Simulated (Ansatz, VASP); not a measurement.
**One calculation of KF, two programs**

POSCAR

```
KF
1.0
    0.0000000000      2.9354014298      2.9051667951
    2.9354014298      0.0000000000      2.9051667951
    2.9354014298      2.9354014298      0.0000000000
K F
1 1
Direct
    0.0000000000      0.0000000000      0.0000000000
    0.2500000000      0.2500000000      0.2500000000
```

The input INCAR.step1:

```
PREC = Accurate ; ENCUT = 520
ISMEAR = 0 ; SIGMA = 0.01
LREAL = F ; LASPH = T
NELM = 80 ; NBANDS = 15
GGA = PE ; ALGO = Normal
EDIFF = 1E-4 ; LWAVE = T
LCHARG = F
```

INCAR.step2

```
PREC = Accurate ; ENCUT = 520
EDIFF = 1E-6 ; ISMEAR = 0
SIGMA = 0.01 ; LREAL = F
LASPH = T ; NELM = 80
ALGO = Normal ; ISIF = 2
LWAVE = F ; LCHARG = F
METAGGA = R2SCAN ; LMIXTAU = T
NBANDS = 15 ; ISTART = 1
```

KPOINTS

```
Automatic mesh
0
Gamma
  8 8 8
```

Input for Ansatz:

```yaml
crystal:
  lattice:
    - [0.0, 2.9354014298, 2.9051667951]
    - [2.9354014298, 0.0, 2.9051667951]
    - [2.9354014298, 2.9354014298, 0.0]
  atoms:
    - { symbol: K, position: [0.0, 0.0, 0.0] }
    - { symbol: F, position: [0.25, 0.25, 0.25] }
kpoints:
  mp_grid: { grid: [8, 8, 8] }
  band_path:
    path:
      - [0.0, 0.0, 0.0]
      - [-0.5, -0.5, 0.0]
      - [-0.375, -0.375, 0.25]
      - [-0.375, 0.0, 0.375]
      - [0.0, 0.0, 0.5]
      - [-0.5, -0.25, 0.25]
    npoints: 1
hamiltonian:
  xc: r2scan
scf:
  occupations: { method: fixed }
  n_extra_bands: 4
output:
  forces: true
  stress: true
  eigenvalues: true
```

Change from the starting cell: uniaxial_z strain -1.0%.

Alike in both runs: task single point; functional r2SCAN; k mesh 8 × 8 × 8; no spin polarisation.

|  | VASP | Ansatz |
| --- | --- | --- |
| version | VASP 6.6.1 | Ansatz 0.2.0 |
| potentials or method | VASP PAW PBE potentials, release 64 (K_sv, F) | plane waves, PAW |
| plane-wave cutoff (eV) | 520 | 500 |
| occupations | gaussian, width 0.01 eV | fixed |
| valence electrons in the cell | 16 | 16 |

|  | VASP | Ansatz | Ansatz less VASP |
| --- | --- | --- | --- |
| gap on the k mesh at the Fermi level (eV) | 5.77 | 5.77 | +0.005 |
| pressure (GPa) | 0.3 | 0.3 | 0.00 |

VASP's potentials were made for PBE, not for r2SCAN.
